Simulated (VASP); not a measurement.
A run of VASP 6.6.1:

File INCAR:

```
PREC = Accurate
ENCUT = 520
EDIFF = 1E-7
ISMEAR = 0
SIGMA = 0.05
LREAL = F
LASPH = T
NELM = 80
ALGO = Normal
ISIF = 2
LWAVE = F
LCHARG = F
GGA = CA
NBANDS = 20
```

Contents of KPOINTS:

```
regular mesh
0
Gamma
  12 12 12
```

File POSCAR:

```
SnO2
1.0
    1.4696043162      0.8484764476      4.8614896223
   -1.4696043162      0.8484764476      4.8614896223
    0.0000000000     -1.6969528951      4.8614896223
Sn O
1 2
Direct
    0.5000000000      0.5000000000      0.5000000000
    0.2451905456      0.2451905456      0.2451905456
    0.7548094544      0.7548094544      0.7548094544
```

Potentials or basis: VASP PAW LDA potentials, release 64 (Sn_d, O).

Command:

```sh
$ cat potpaw_LDA.64/Sn_d/POTCAR potpaw_LDA.64/O/POTCAR > POTCAR
$ mpirun -np 1 vasp_std > vasp.out
```

Hardware: 1 thread of Intel(R) Xeon(R) Platinum 8488C (Sapphire Rapids) (shared host).

Q: How long does it take, and how much memory?

A: It took 3.5 min on 1 thread of Intel(R) Xeon(R) Platinum 8488C (Sapphire Rapids), on a shared host, peak memory 0.28 GiB. Counts: scf iterations 13, k points 189.
